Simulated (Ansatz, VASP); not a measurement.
One calculation of Li4FeN2, two programs

INCAR

```
ALGO = Normal ; EDIFF = 1E-6
ENCUT = 750 ; GGA = PE
GGA_COMPAT = F ; ISIF = 2
ISMEAR = -1 ; ISPIN = 2
KPAR = 4 ; LASPH = T
LCHARG = F ; LMAXMIX = 4
LORBIT = 11 ; LREAL = F
LWAVE = F ; MAGMOM = 3 0 0 0 0 0 0
NBANDS = 28 ; NELM = 200
PREC = Accurate ; SIGMA = 0.05
```

Contents of KPOINTS:

```
k-points
0
Gamma
  9 9 9
```

File POSCAR:

```
Li4FeN2
1.0
   -1.8032640000      3.1626220000      4.0741340000
    1.8032640000     -3.1626220000      4.0741340000
    1.8032640000      3.1626220000     -4.0741340000
Fe N Li
1 2 4
Direct
   -0.0025120000     -0.0109440000     -0.0069530000
    0.2211740000      0.2269310000      0.0044520000
    0.7812650000      0.7767030000     -0.0023060000
    0.9237040000      0.2412630000      0.6569380000
    0.0850460000      0.7530240000      0.3363830000
    0.4145870000      0.7562180000      0.6751870000
    0.5788110000      0.2359340000      0.3297100000
```

File input.yaml:

```yaml
crystal:
  lattice:
    - [-1.803264, 3.162622, 4.074134]
    - [1.803264, -3.162622, 4.074134]
    - [1.803264, 3.162622, -4.074134]
  atoms:
    - { symbol: Fe, position: [-0.002512, -0.010944, -0.006953], spin: 3.0 }
    - { symbol: "N", position: [0.221174, 0.226931, 0.004452] }
    - { symbol: "N", position: [0.781265, 0.776703, -0.002306] }
    - { symbol: Li, position: [0.923704, 0.241263, 0.656938] }
    - { symbol: Li, position: [0.085046, 0.753024, 0.336383] }
    - { symbol: Li, position: [0.414587, 0.756218, 0.675187] }
    - { symbol: Li, position: [0.578811, 0.235934, 0.32971] }
hamiltonian:
  xc: pbe
  pseudopotentials: { kind: paw }
magnetization:
  spin_polarized: true
kpoints:
  mp_grid: { grid: [9, 9, 9] }
scf:
  occupations: { method: fermi_dirac, width: 0.05 }
output:
  forces: true
  stress: true
  eigenvalues: true
  write_density: true
  write_potential: true
  elf: true
  volumetric_format: npy
```

Change from the starting cell: atoms moved at random, drawn with an rms of 0.05 Å.

Alike in both runs: task single point; functional PBE; k mesh 9 × 9 × 9; occupations fermi-dirac, width 0.05 eV; collinear spin.

|  | VASP | Ansatz |
| --- | --- | --- |
| version | VASP 6.6.1 | Ansatz 0.2.0 |
| potentials or method | VASP PAW PBE potentials, release 64 (Fe, N, Li_sv) | Ansatz PAW |
| plane-wave cutoff (eV) | 750 | 420 |
| valence electrons in the cell | 30 | 38 |

|  | VASP | Ansatz | Ansatz less VASP |
| --- | --- | --- | --- |
| gap on the k mesh at the Fermi level (eV) | none | none | - |
| pressure (GPa) | 0.1 | -0.4 | -0.48 |
| traceless stress, the component that is largest in VASP (GPa) | 2.48 | 0.69 | -1.785 |
| rms of the force components (eV/Å) | 0.377 | 0.327 | -0.0500 |
| net moment per atom (μB) | 0.52 | 0.46 | -0.057 |
| size of the moment on the site where the two differ most (μB) | 3.07 | 2.42 | -0.648 |

Site moments also hang on the region over which each program counts them. Atom by atom the forces differ by 0.107 eV/Å (rms over components). A gap of «none» marks a metal or a gap that the smearing closes. VASP's potentials hold 30 valence electrons a cell and Ansatz's 38, so a difference there can come from the potentials and not from the codes.
